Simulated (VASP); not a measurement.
# CuO (Fm-3m) in VASP: notebook

CuO is run at these levels: PBE; tasks: single point.

Everything below comes from runs of VASP 6.6.1. Logs are shortened: lines on timing, memory, paths and dates and some standing lists are left out, and cuts for length are marked.

## (1) The cell of the first run

The structure is cubic, space group Fm-3m (No. 225). The conventional cell has a = 4.201 Å, b = 4.201 Å, c = 4.201 Å, α = 90.00°, β = 90.00°, γ = 90.00°. Cu (site symmetry m-3m) has 6 O at 2.10 Å within 2.8 Å. Within 2.8 Å of O (site symmetry m-3m) lie 6 Cu at 2.10 Å.

## (2) Single point, PBE (9.27 Å³/atom)

INCAR reads:

```
PREC     = Accurate       # precision mode
ENCUT    = 520            # plane-wave cutoff, eV
EDIFF    = 1E-6           # SCF threshold, eV
ISMEAR   = 0              # smearing method
SIGMA    = 0.1            # smearing width, eV
LREAL    = F              # projectors in reciprocal space
LASPH    = T              # aspherical terms in the spheres
NELM     = 60             # most SCF steps
ALGO     = Normal         # electronic algorithm
ISIF     = 2              # what is computed and relaxed
LWAVE    = F              # write WAVECAR
LCHARG   = F              # write CHGCAR
GGA      = PE             # functional
NBANDS   = 16             # bands
```

KPOINTS reads:

```
Automatic mesh
0
Gamma
  22 22 22
```

POSCAR reads:

```
CuO
1.0
    0.0000000000      2.1006011015      2.1006011015
    2.1006011015      0.0000000000      2.1006011015
    2.1006011015      2.1006011015      0.0000000000
Cu O
1 1
Direct
    0.0000000000      0.0000000000      0.0000000000
    0.5000000000      0.5000000000      0.5000000000
```

Potentials or basis: VASP PAW PBE potentials, release 64 (Cu, O).

Run with:

```
$ cat potpaw_PBE.64/Cu/POTCAR potpaw_PBE.64/O/POTCAR > POTCAR
$ mpirun -np 1 vasp_std > vasp.out
```

OUTCAR:

```text
PREC = Accurate
   ENCUT = 520
   EDIFF = 1E-6
   ISMEAR = 0
   LREAL = F
   LASPH = T
   NELM = 60
   ISIF = 2
   GGA = PE

 ion  position               nearest neighbor table
   1  0.000  0.000  0.000-   2 2.10   2 2.10   2 2.10   2 2.10   2 2.10   2 2.10
   2  0.500  0.500  0.500-   1 2.10   1 2.10   1 2.10   1 2.10   1 2.10   1 2.10

  LATTYP: Found a face centered cubic cell.
 ALAT       =     4.2012022030

  Lattice vectors:

 A1 = (   0.0000000000,   2.1006011015,   2.1006011015)
 A2 = (   2.1006011015,   0.0000000000,   2.1006011015)
 A3 = (   2.1006011015,   2.1006011015,   0.0000000000)

Analysis of symmetry for initial positions (statically):
=====================================================================
 Subroutine PRICEL returns:
 Original cell was already a primitive cell.

 Routine SETGRP: Setting up the symmetry group for a
 face centered cubic supercell.

 Subroutine GETGRP returns: Found 48 space group operations
 (whereof 48 operations were pure point group operations)
 out of a pool of 48 trial point group operations.

The static configuration has the point symmetry O_h .

Analysis of symmetry for dynamics (positions and initial velocities):
=====================================================================
 Subroutine PRICEL returns:
 Original cell was already a primitive cell.

 Routine SETGRP: Setting up the symmetry group for a
 face centered cubic supercell.

 Subroutine GETGRP returns: Found 48 space group operations
 (whereof 48 operations were pure point group operations)
 out of a pool of 48 trial point group operations.

The dynamic configuration has the point symmetry O_h .

 Subroutine INISYM returns: Found 48 space group operations
 (whereof 48 operations are pure point group operations),
 and found     1 'primitive' translations

----------------------------------------------------------------------------------------

                                     Primitive cell

  volume of cell :      18.5379

  direct lattice vectors                    reciprocal lattice vectors
     0.000000000  2.100601102  2.100601102    -0.238027105  0.238027105  0.238027105
     2.100601102  0.000000000  2.100601102     0.238027105 -0.238027105  0.238027105
     2.100601102  2.100601102  0.000000000     0.238027105  0.238027105 -0.238027105

  length of vectors
     2.970698567  2.970698567  2.970698567     0.412275040  0.412275040  0.412275040

  position of ions in fractional coordinates (direct lattice)
     0.000000000  0.000000000  0.000000000
     0.500000000  0.500000000  0.500000000

  ion indices of the primitive-cell ions
   primitive index   ion index
                 1           1
                 2           2

----------------------------------------------------------------------------------------

 KPOINTS: Automatic mesh

Automatic generation of k-mesh.
 Grid dimensions read from file:
 generate k-points for:   22   22   22

 Generating k-lattice:

  Cartesian coordinates                     Fractional coordinates (reciprocal lattice)
    -0.010819414  0.010819414  0.010819414     0.045454545  0.000000000  0.000000000
     0.010819414 -0.010819414  0.010819414     0.000000000  0.045454545  0.000000000
     0.010819414  0.010819414 -0.010819414     0.000000000  0.000000000  0.045454545

  Length of vectors
     0.018739775  0.018739775  0.018739775

  Shift w.r.t. Gamma in fractional coordinates (k-lattice)
     0.000000000  0.000000000  0.000000000

 Subroutine IBZKPT returns following result:
 ===========================================

 Found    328 irreducible k-points:

 Following reciprocal coordinates:
            Coordinates               Weight
  0.000000  0.000000  0.000000      1.000000
  0.045455  0.000000  0.000000      8.000000
  0.090909  0.000000  0.000000      8.000000
  0.136364  0.000000  0.000000      8.000000
  0.181818  0.000000  0.000000      8.000000
  0.227273  0.000000  0.000000      8.000000
[... 16 lines left out ...]
  0.500000  0.045455  0.000000     24.000000
 -0.454545  0.045455  0.000000     24.000000
 [... further k-points ...]
   k-points           NKPTS =    328   k-points in BZ     NKDIM =    328   number of bands    NBANDS=     16
   number of dos      NEDOS =    301   number of ions     NIONS =      2
   total plane-waves  NPLWV =  13824
   dimension x,y,z NGX =    24 NGY =   24 NGZ =   24
   dimension x,y,z NGXF=    48 NGYF=   48 NGZF=   48
   ions per type =               1   1
   NGX,Y,Z   is equivalent  to a cutoff of  13.43, 13.43, 13.43 a.u.
   NGXF,Y,Z  is equivalent  to a cutoff of  26.86, 26.86, 26.86 a.u.
 SYSTEM =  unknown system
   PREC   = accura    normal or accurate (medium, high low for compatibility)
   ISTART =      0    job   : 0-new  1-cont  2-samecut
   ICHARG =      2    charge: 1-file 2-atom 10-const
   ISPIN  =      1    spin polarized calculation?
   LNONCOLLINEAR =      F non collinear calculations
   LSORBIT =      F    spin-orbit coupling
   LASPH  =      T    aspherical Exc in radial PAW
   ENCUT  =  520.0 eV  38.22 Ry    6.18 a.u.   5.52  5.52  5.52*2*pi/ulx,y,z
   NELM   =     60;   NELMIN=  2; NELMDL= -5     # of ELM steps
   EDIFF  = 0.1E-05   stopping-criterion for ELM
   LREAL  =      F    real-space projection
   EDIFFG = 0.1E-04   stopping-criterion for IOM
   NSW    =      0    number of steps for IOM
   IBRION =     -1    ionic relax: 0-MD 1-quasi-New 2-CG
   NFREE  =      0    steps in history (QN), initial steepest desc. (CG)
   ISIF   =      2    stress and relaxation
   ISYM   =      2    0-nonsym 1-usesym 2-fastsym
   POTIM  = 0.5000    time-step for ionic-motion
   TEBEG  =    0.0;   TEEND  =   0.0 temperature during run
   PSTRESS=    0.0 pullay stress
   NELECT =      17.0000    total number of electrons
   NUPDOWN=      -1.0000    fix difference up-down
   EMIN   =  10.00;   EMAX   =-10.00  energy-range for DOS
   EFERMI =   0.00;   METHOD = LEGACY
   ISMEAR =     0;   SIGMA  =   0.10  broadening in eV -4-tet -1-fermi 0-gaus
   EFERMI_NEDOS =   21; number of points for ismear=-14 and -15
   IALGO  =     38    algorithm
   IMIX   =      4    mixing-type and parameters
     AMIX     =   0.40;   BMIX     =  1.00
     AMIX_MAG =   1.60;   BMIX_MAG =  1.00
  volume/ion in A,a.u.               =       9.27        62.55
  Fermi-wavevector in a.u.,A,eV,Ry     =   1.590514  3.005636 34.419140  2.529735
  Thomas-Fermi vector in A             =   2.689197
   LORBIT       =      0    0 simple, 1 ext, 2 COOP (PROOUT), +10 PAW based schemes
   GGA     = PE    functional components
   LHFCALC =     F    Hartree Fock is set to
   AEXX    =    0.0000 exact exchange contribution
   IVDW    =     0    specifies the selected vdW correction
   LEPSILON=     F    determine dielectric tensor
   LRPA    =     F    only Hartree local field effects (RPA)
 non-spin polarized calculation
 Gauss-broadening in eV      SIGMA  =   0.10
  energy-cutoff  :      520.00
  volume of cell :       18.54
 maximum number of plane-waves:       531
 NGX is ok and might be reduce to    24
   NGX = 11   NGY = 11   NGZ = 11

 number of electron      16.9999993 magnetization

 Free energy of the ion-electron system (eV)
  ---------------------------------------------------
  ext. energy  EPLUGINS =         0.00000000
  ---------------------------------------------------
  free energy    TOTEN  =        -9.52582425 eV

  energy without entropy =       -9.51940359  energy(sigma->0) =       -9.52261392

 E-fermi :   6.5339     XC(G=0): -12.5566

 val. band max:        6.5243603826   @ k =  -0.4545   0.2273   0.0000
 cond. band min:       6.5430071072   @ k =  -0.2273   0.3636   0.1364
 fundamental gap:      0.0186467246
 Fermi energy:         6.5338728594

 k-point     1 :       0.0000    0.0000    0.0000
  band No.  band energies     occupation
      1     -13.2403      2.00000
      2       3.9934      2.00000
      3       3.9934      2.00000
      4       3.9934      2.00000
      5       4.0786      2.00000
      6       4.0786      2.00000
[... 8 lines left out ...]
     15      28.1260      0.00000
     16      28.1260      0.00000

 k-point     2 :       0.0455    0.0000    0.0000
  band No.  band energies     occupation
      1     -13.2171      2.00000
      2       3.6788      2.00000
      3       3.7345      2.00000
      4       3.7345      2.00000
      5       4.0384      2.00000
      6       4.0384      2.00000
[... 8 lines left out ...]
     15      27.9669      0.00000
     16      27.9669      0.00000

 k-point     3 :       0.0909    0.0000    0.0000
  band No.  band energies     occupation
      1     -13.1486      2.00000
      2       3.1563      2.00000
      3       3.3543      2.00000
      4       3.3543      2.00000
      5       4.0713      2.00000
      6       4.0713      2.00000
[... 8 lines left out ...]
     15      27.7200      0.00000
     16      27.7200      0.00000

 k-point     4 :       0.1364    0.0000    0.0000
  band No.  band energies     occupation
      1     -13.0383      2.00000
      2       2.5246      2.00000
      3       2.9894      2.00000
      4       2.9894      2.00000
      5       4.1262      2.00000
      6       4.1262      2.00000
[... 8 lines left out ...]
     15      27.6811      0.00000
     16      27.6811      0.00000
[... 324 lines left out ...]
 k-point    22 :       0.4545    0.0455    0.0000
  band No.  band energies     occupation
      1     -11.9402      2.00000
      2      -1.0015      2.00000
      3       1.4611      2.00000
      4       1.5177      2.00000
      5       4.5910      2.00000
      6       4.6370      2.00000
[... 8 lines left out ...]
     15      30.8795      0.00000
     16      32.0538      0.00000

 k-point    23 :       0.5000    0.0455    0.0000
  band No.  band energies     occupation
      1     -11.8863      2.00000
      2      -1.1270      2.00000
      3       1.4304      2.00000
      4       1.4603      2.00000
      5       4.6273      2.00000
      6       4.6458      2.00000
[... 8 lines left out ...]
     15      31.3965      0.00000
     16      32.1558      0.00000

 k-point    24 :      -0.4545    0.0455    0.0000
  band No.  band energies     occupation
      1     -11.8972      2.00000
      2      -1.1020      2.00000
      3       1.4528      2.00000
      4       1.4546      2.00000
      5       4.6285      2.00000
      6       4.6364      2.00000
[... 8 lines left out ...]
     15      31.6243      0.00000
     16      31.6511      0.00000

 [... further k-points ...]
[... 5 lines left out ...]
  --------------------------------------------------------------------------------------
  -------------------------------------------------------------------------------------
  Total        0.7073290      0.7073290      0.7073290     -0.0000000     -0.0000000     -0.0000000
  in kB       61.1323776     61.1323776     61.1323776     -0.0000000     -0.0000000     -0.0000000
  external PRESSURE =      61.1323776 kB  Pullay stress =       0.0000000 kB

 VOLUME and BASIS-vectors are now :
 -----------------------------------------------------------------------------
  energy-cutoff  :      520.00
  volume of cell :       18.54
      direct lattice vectors                 reciprocal lattice vectors
     0.000000000  2.100601102  2.100601102    -0.238027105  0.238027105  0.238027105
     2.100601102  0.000000000  2.100601102     0.238027105 -0.238027105  0.238027105
     2.100601102  2.100601102  0.000000000     0.238027105  0.238027105 -0.238027105

 POSITION                                       TOTAL-FORCE (eV/Angst)
 -----------------------------------------------------------------------------------
      0.00000      0.00000      0.00000        -0.000000      0.000000      0.000000
      2.10060      2.10060      2.10060         0.000000     -0.000000     -0.000000
 -----------------------------------------------------------------------------------
    total drift:                                0.000000     -0.000000     -0.000000

  FREE ENERGIE OF THE ION-ELECTRON SYSTEM (eV)
  ---------------------------------------------------
  free  energy   TOTEN  =        -9.5258242509 eV

  energy  without entropy=       -9.5194035899  energy(sigma->0) =       -9.52261392
```

It took 1.9 min on 1 thread of Intel Xeon 8259CL, shared host; peak memory 0.22 GiB.

What came out:

| Item | Value |
| --- | --- |
| Free energy | -9.5258 eV |
| Pressure | 6.1 GPa |
| Band gap on the k mesh | zero (an odd number of electrons rules out a gap without spin polarisation) |

Caveat: the cell stands under pressure; an odd number of electrons without spin polarisation forces a metal; a magnetic or distorted state may lie lower; semilocal functionals often make such compounds metallic where correlation or magnetic order opens a gap, which also shifts bond lengths.

## (3) Single point, PBE

This run uses another cell than the first one, of 9.56 Å³/atom.

INCAR reads:

```
  ALGO = Normal
  EDIFF = 1E-6
  ENCUT = 520
  GGA = PE
  ISIF = 2
  ISMEAR = 0
  LASPH = T
  LCHARG = T
  LELF = T
  LREAL = F
  LVHAR = T
  LWAVE = F
  NBANDS = 16
  NELM = 60
  PREC = Accurate
  SIGMA = 0.1
```

KPOINTS reads:

```
k-points
0
Gamma
  22 22 22
```

POSCAR reads:

```
CuO
1.0
    0.0000000000      2.1220372872      2.1220372872
    2.1220372872      0.0000000000      2.1220372872
    2.1220372872      2.1220372872      0.0000000000
Cu O
1 1
Direct
    0.0000000000      0.0000000000      0.0000000000
    0.5000000000      0.5000000000      0.5000000000
```

Potentials or basis: VASP PAW PBE potentials, release 64 (Cu, O).

Run with:

```
$ cat potpaw_PBE.64/Cu/POTCAR potpaw_PBE.64/O/POTCAR > POTCAR
$ mpirun -np 1 vasp_std > vasp.out
```

It took 2 min on 1 thread of Intel Xeon 8259CL, shared host; peak memory 0.22 GiB.

Results (log left out):

```
Free energy            : -9.5379 eV
Pressure               : 0.2 GPa
Band gap on the k mesh : zero (an odd number of electrons rules out a gap without spin polarisation)
```

Levels at points of the mesh, in eV from the Fermi level:
| k point | band 5 | band 6 | band 7 | band 8 | band 9 | band 10 | band 11 | band 12 | band 13 | band 14 |
| --- | --- | --- | --- | --- | --- | --- | --- | --- | --- | --- |
| (0.00, 0.00, 0.00) | -2.33 | -2.33 | -2.33 | -2.18 | -2.18 | 1.40 | 18.17 | 18.64 | 18.64 | 18.64 |
| (0.50, 0.00, 0.00) | -1.82 | -1.82 | -1.40 | 0.73 | 0.73 | 5.74 | 9.55 | 13.74 | 13.74 | 20.52 |
| (0.50, 0.50, 0.00) | -3.13 | -1.89 | -1.64 | -1.64 | -1.47 | 5.62 | 10.57 | 12.07 | 16.12 | 16.12 |

Caveat: an odd number of electrons without spin polarisation forces a metal; a magnetic or distorted state may lie lower; semilocal functionals often make such compounds metallic where correlation or magnetic order opens a gap, which also shifts bond lengths. With open d or f shells a metallic result of PBE can be an artefact of self-interaction; +U or a hybrid may open a gap.

## (4) Single point, PBE

This run uses another cell than the first one, of 9.56 Å³/atom.

INCAR reads:

```
SYSTEM = CuO
ALGO     = Normal         ! electronic algorithm
EDIFF    = 1E-6           ! SCF threshold, eV
ENCUT    = 520            ! plane-wave cutoff, eV
GGA      = PE             ! functional
ISIF     = 2              ! what is computed and relaxed
ISMEAR   = 0              ! smearing method
LASPH    = .TRUE.         ! aspherical terms in the spheres
LCHARG   = .FALSE.        ! write CHGCAR
LREAL    = .FALSE.        ! projectors in reciprocal space
LWAVE    = .FALSE.        ! write WAVECAR
NBANDS   = 16             ! bands
NELM     = 80             ! most SCF steps
PREC     = Accurate       ! precision mode
SIGMA    = 0.1            ! smearing width, eV
```

KPOINTS reads:

```
k-points
0
G
  22 22 22
  0 0 0
```

POSCAR is that of step 3.

Run with:

```
$ cat potpaw_PBE.64/Cu/POTCAR potpaw_PBE.64/O/POTCAR > POTCAR
$ mpirun -np 1 vasp_std > vasp.out
```

It took 1.9 min on 1 thread of Intel Xeon 8259CL, shared host; peak memory 0.22 GiB.

The run converged. Its results:

```yaml
Free_energy: -9.5379 eV
Pressure: 0.2 GPa
Band_gap_on_the_k_mesh: zero (an odd number of electrons rules out a gap without spin polarisation)
```

Levels at points of the mesh, in eV from the Fermi level:
| k point | band 7 | band 8 | band 9 | band 10 | band 11 | band 12 |
| --- | --- | --- | --- | --- | --- | --- |
| (0.00, 0.00, 0.00) | -2.33 | -2.18 | -2.18 | 1.40 | 18.17 | 18.64 |
| (0.50, 0.00, 0.00) | -1.40 | 0.73 | 0.73 | 5.74 | 9.55 | 13.74 |
| (0.50, 0.50, 0.00) | -1.64 | -1.64 | -1.47 | 5.62 | 10.57 | 12.07 |

Caveat: an odd number of electrons without spin polarisation forces a metal; a magnetic or distorted state may lie lower; semilocal functionals often make such compounds metallic where correlation or magnetic order opens a gap, which also shifts bond lengths. With open d or f shells a metallic result of PBE can be an artefact of self-interaction; +U or a hybrid may open a gap.
